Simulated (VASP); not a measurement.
# CdSe (Fm-3m) in VASP: notebook, part 2 of 2

VASP 6.6.1.

**3. Single point, PBEsol, non-collinear spin, zero start, spin-orbit coupling**

This run uses another cell than the first one, of 22.31 Å³/atom.

Input file INCAR:

```
SYSTEM = CdSe
PREC     = Accurate       ! precision mode
ENCUT    = 520            ! plane-wave cutoff, eV
EDIFF    = 1E-7           ! SCF threshold, eV
ISMEAR   = -1             ! smearing method
SIGMA    = 0.05           ! smearing width, eV
LREAL    = .False.        ! projectors in reciprocal space
LASPH    = .True.         ! aspherical terms in the spheres
NELM     = 150            ! most SCF steps
ALGO     = Normal         ! electronic algorithm
ISIF     = 2              ! what is computed and relaxed
LWAVE    = .False.        ! write WAVECAR
LCHARG   = .False.        ! write CHGCAR
MAGMOM   = 0 0 0 0 0 0    ! initial moments
LORBIT   = 11             ! projections on sites
LSORBIT  = .True.         ! spin-orbit coupling
GGA_COMPAT= .False.      
LORBMOM  = .True.       
GGA      = PS             ! functional
NBANDS   = 30             ! bands
```

Input file KPOINTS:

```
regular mesh
0
Gamma
  8 8 8
  0 0 0
```

Input file POSCAR:

```
CdSe
1.0
    0.0000000000      2.8152893338      2.8152893338
    2.8152893338      0.0000000000      2.8152893338
    2.8152893338      2.8152893338      0.0000000000
Cd Se
1 1
Direct
    0.0000000000      0.0000000000      0.0000000000
    0.5000000000      0.5000000000      0.5000000000
```

Potentials or basis: VASP PAW PBE potentials, release 64 (Cd, Se).

Command:

```console
> cat potpaw_PBE.64/Cd/POTCAR potpaw_PBE.64/Se/POTCAR > POTCAR
> mpirun -np 1 vasp_ncl > vasp.out
```

OUTCAR:

```text
SYSTEM = CdSe
   PREC = Accurate
   ENCUT = 520
   EDIFF = 1E-7
   ISMEAR = -1
   LREAL = .False.
   LASPH = .True.
   NELM = 150
   ISIF = 2
   LORBIT = 11
   LSORBIT = .True.
   GGA = PS

 ion  position               nearest neighbor table
   1  0.000  0.000  0.000-   2 2.82   2 2.82   2 2.82   2 2.82   2 2.82   2 2.82
   2  0.500  0.500  0.500-   1 2.82   1 2.82   1 2.82   1 2.82   1 2.82   1 2.82

  LATTYP: Found a face centered cubic cell.
 ALAT       =     5.6305786676

  Lattice vectors:

 A1 = (   0.0000000000,   2.8152893338,   2.8152893338)
 A2 = (   2.8152893338,   0.0000000000,   2.8152893338)
 A3 = (   2.8152893338,   2.8152893338,   0.0000000000)

Analysis of symmetry for initial positions (statically):
=====================================================================
 Subroutine PRICEL returns:
 Original cell was already a primitive cell.

 Routine SETGRP: Setting up the symmetry group for a
 face centered cubic supercell.

 Subroutine GETGRP returns: Found 48 space group operations
 (whereof 48 operations were pure point group operations)
 out of a pool of 48 trial point group operations.

The static configuration has the point symmetry O_h .

Analysis of symmetry for dynamics (positions and initial velocities):
[... 1053 lines left out ...]
     0.0000000     0.0000000     0.0000000     0.0000000     0.0000000     0.0000000     0.0000000
     0.0000000     0.0000000     0.0000000     0.0000000     0.0000000     0.0000000     0.0000000
     0.0000000     0.0000000     0.0000000     0.0000000     0.0000000     0.0000000     0.0000000
     0.0000000     0.0000000     0.0000000     0.0000000     0.0000000     0.0000000     0.0000000

 Ion:    2  E_soc:     -0.0417537
 l=   1
     0.0000000    -0.0069528    -0.0069528
    -0.0069528     0.0000000    -0.0069528
    -0.0069528    -0.0069528     0.0000000
 l=   2
     0.0000000    -0.0000005     0.0000000    -0.0000005    -0.0000057
    -0.0000005     0.0000000    -0.0000043    -0.0000005    -0.0000014
     0.0000000    -0.0000043     0.0000000    -0.0000043     0.0000000
    -0.0000005    -0.0000005    -0.0000043     0.0000000    -0.0000014
    -0.0000057    -0.0000014     0.0000000    -0.0000014     0.0000000
 l=   3
     0.0000000     0.0000000     0.0000000     0.0000000     0.0000000     0.0000000     0.0000000
     0.0000000     0.0000000     0.0000000     0.0000000     0.0000000     0.0000000     0.0000000
     0.0000000     0.0000000     0.0000000     0.0000000     0.0000000     0.0000000     0.0000000
     0.0000000     0.0000000     0.0000000     0.0000000     0.0000000     0.0000000     0.0000000
     0.0000000     0.0000000     0.0000000     0.0000000     0.0000000     0.0000000     0.0000000
     0.0000000     0.0000000     0.0000000     0.0000000     0.0000000     0.0000000     0.0000000
     0.0000000     0.0000000     0.0000000     0.0000000     0.0000000     0.0000000     0.0000000

 total charge

# of ion       s       p       d       tot
------------------------------------------
    1        0.411   0.262   9.566  10.238
    2        1.463   2.352   0.022   3.837
--------------------------------------------------
tot          1.874   2.614   9.588  14.075

 magnetization (x)

# of ion       s       p       d       tot
------------------------------------------
    1        0.000   0.000   0.000   0.000
    2       -0.000   0.000   0.000  -0.000
--------------------------------------------------
tot         -0.000   0.000   0.000  -0.000

 magnetization (y)

# of ion       s       p       d       tot
------------------------------------------
    1       -0.000   0.000   0.000   0.000
    2       -0.000   0.000   0.000  -0.000
--------------------------------------------------
tot         -0.000   0.000   0.000  -0.000

 magnetization (z)

# of ion       s       p       d       tot
------------------------------------------
    1        0.000   0.000   0.000   0.000
    2       -0.000   0.000   0.000  -0.000
--------------------------------------------------
tot         -0.000   0.000   0.000  -0.000
```

OSZICAR:

```text
N       E                     dE             d eps       ncg     rms          rms(c)
DAV:   1     0.124522314950E+03    0.12452E+03   -0.88600E+03  1780   0.113E+03
DAV:   2    -0.209365903056E+00   -0.12473E+03   -0.11822E+03  1916   0.288E+02
DAV:   3    -0.641916161105E+01   -0.62098E+01   -0.61685E+01  2056   0.664E+01
DAV:   4    -0.645318578999E+01   -0.34024E-01   -0.34011E-01  1968   0.469E+00
DAV:   5    -0.645330431521E+01   -0.11853E-03   -0.11852E-03  2060   0.261E-01    0.597E+00
DAV:   6    -0.606428681295E+01    0.38902E+00   -0.57561E-01  2064   0.112E+01    0.505E+00
DAV:   7    -0.604183704016E+01    0.22450E-01   -0.17900E-01  1914   0.304E+00    0.245E+00
DAV:   8    -0.603988663068E+01    0.19504E-02   -0.17133E-02  1990   0.171E+00    0.486E-01
DAV:   9    -0.603948416311E+01    0.40247E-03   -0.72675E-04  2004   0.395E-01    0.180E-01
DAV:  10    -0.603946860130E+01    0.15562E-04   -0.40042E-04  1950   0.228E-01    0.316E-02
DAV:  11    -0.603946547185E+01    0.31294E-05   -0.10639E-04  1902   0.151E-01    0.252E-02
DAV:  12    -0.603946566085E+01   -0.18900E-06   -0.96158E-06  1938   0.318E-02    0.572E-03
DAV:  13    -0.603946535446E+01    0.30639E-06   -0.10639E-06  1926   0.711E-03    0.191E-03
DAV:  14    -0.603946532897E+01    0.25498E-07   -0.51103E-08  1274   0.182E-03
   1 F= -.60394653E+01 E0= -.60381015E+01  d E =-.272768E-02  mag=    -0.0000     0.0000    -0.0000
```

Run time: 2.3 min. Hardware: 1 thread of Intel Xeon 8259CL, shared host; peak memory 0.3 GiB.

What came out:

| Item | Value |
| --- | --- |
| Free energy | -6.0395 eV |
| Pressure | 0.4 GPa |
| Net moment | 0.00 μB per cell |
| Valence electrons inside the program's atomic spheres | Cd 10.24; Se 3.84 |

Moments on the atoms (μB; x, y, z):
```
Cd  0.00 0.00 0.00
Se  0.00 0.00 0.00
```

Caveat: the PAW data sets were made with another functional, which shifts forces and pressure a little.

**4. Single point, PBEsol, non-collinear spin, zero start, spin-orbit coupling**

This run uses another cell than the first one, of 22.79 Å³/atom.

Input file INCAR:

```
PREC = Accurate
ENCUT = 520
EDIFF = 1E-6
ISMEAR = -1
SIGMA = 0.05
LREAL = F
LASPH = T
NELM = 150
ALGO = Normal
ISIF = 2
LWAVE = F
LCHARG = F
MAGMOM = 0 0 0 0 0 0
LORBIT = 11
LSORBIT = T
GGA_COMPAT = F
LORBMOM = T
GGA = PS
NBANDS = 30
```

Input file KPOINTS:

```
regular mesh
0
Gamma
  8 8 8
```

Input file POSCAR:

```
CdSe
1.0
    0.0000000000      2.8351159683      2.8351159683
    2.8351159683      0.0000000000      2.8351159683
    2.8351159683      2.8351159683      0.0000000000
Cd Se
1 1
Direct
    0.0000000000      0.0000000000      0.0000000000
    0.5000000000      0.5000000000      0.5000000000
```

Command:

```console
> cat potpaw_PBE.64/Cd/POTCAR potpaw_PBE.64/Se/POTCAR > POTCAR
> mpirun -np 1 vasp_ncl > vasp.out
```

It took 1.8 min on 1 thread of Intel Xeon 8259CL, shared host; peak memory 0.3 GiB.

The run converged. Its results:

```yaml
Free_energy: -6.0373 eV
Pressure: -1.1 GPa
Net_moment: 0.00 μB per cell
Valence_electrons_inside_the_program's_atomic_spheres: Cd 10.22; Se 3.83
```

Moments on the atoms (μB; x, y, z):
```
Cd  0.00 0.00 0.00
Se  0.00 0.00 0.00
```

Caveat: the PAW data sets were made with another functional, which shifts forces and pressure a little.

**5. Summary**

| level | spin | cell | smearing | pressure (GPa) | moment (μB) |
| --- | --- | --- | --- | --- | --- |
| r2SCAN+rVV10 | off | a = 4.064 Å, angles 60.0°, 2 atoms | methfessel-paxton 0.1 eV | -2.7 | - |
| PBEsol | non-collinear, zero start, SOC | a = 3.981 Å, angles 60.0°, 2 atoms | fermi-dirac 0.05 eV | 0.4 | 0.00 |
| PBEsol | non-collinear, zero start, SOC | a = 4.009 Å, angles 60.0°, 2 atoms | fermi-dirac 0.05 eV | -1.1 | 0.00 |

Alike in all rows: task single point; potentials or basis VASP PAW PBE potentials, release 64 (Cd, Se); k mesh 8 × 8 × 8; cutoff (eV) 520.

Caveats: the PAW data sets were made with another functional, which shifts forces and pressure a little.

Absolute energies hang on the potentials; compare differences alone.
